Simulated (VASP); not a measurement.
Set up this calculation in VASP 6.6.1, as the native input.

| Property | Result |
| --- | --- |
| Task | single point |
| Functional | PBEsol |
| Potentials or basis | VASP PAW PBE potentials, release 64 (Zn, O, H) |
| Cutoff | 520 eV |
| k mesh | 4 × 4 × 8 |
| Occupations | gaussian, width 0.05 eV |
| Spin | no spin polarisation |
| Dipole correction | no |
| Further INCAR settings | ALGO = Normal; EDIFF = 1e-06; NBANDS = 46 |

The structure of Zn4HO4 (a cell with a defect) lies in POSCAR:

```
Zn4HO4
1.0
    5.5148137916      0.0000000000      0.0000000000
    0.0000000000      5.5148137916      0.0000000000
    0.0000000000      0.0000000000      3.2430062931
Zn O H
4 4 1
Direct
    0.1820657240      0.1820657240      0.5000000000
    0.8179342760      0.8179342760      0.5000000000
    0.6820657240      0.3179342760      0.0000000000
    0.3179342760      0.6820657240      0.0000000000
    0.8180023132      0.1819976868      0.5000000000
    0.1819976868      0.8180023132      0.5000000000
    0.6819976868      0.6819976868      0.0000000000
    0.3180023132      0.3180023132      0.0000000000
    1.0000405349      0.0819976868      0.4000000000
```

One way to write it, as run:

INCAR

```
SYSTEM = Zn4HO4
  PREC = Accurate
  ENCUT = 520
  EDIFF = 1E-6
  ISMEAR = 0
  SIGMA = 0.05
  LREAL = .False.
  LASPH = .True.
  NELM = 80
  ALGO = Normal
  ISIF = 2
  LWAVE = .False.
  LCHARG = .False.
  GGA = PS
  NBANDS = 46
```

KPOINTS

```
regular mesh
0
Gamma
  4 4 8
  0 0 0
```

Potentials or basis: VASP PAW PBE potentials, release 64 (Zn, O, H).

The run is started by

```console
$ cat potpaw_PBE.64/Zn/POTCAR potpaw_PBE.64/O/POTCAR potpaw_PBE.64/H/POTCAR > POTCAR
$ mpirun -np 1 vasp_std > vasp.out
```

Results of the run:

| Property | Result |
| --- | --- |
| Pressure | 17.1 GPa |
| Largest force | 12.479 eV/Å |
| Band gap on the k mesh | zero (an odd number of electrons rules out a gap without spin polarisation) |

Caveat: the PAW data sets were made with another functional, which shifts forces and pressure a little; an odd number of electrons without spin polarisation forces a metal; a magnetic or distorted state may lie lower.

Wall time 6.6 min on 1 thread of AMD EPYC 7R43 64-Core Processor (Zen 3) (shared host), peak memory 0.3 GiB.
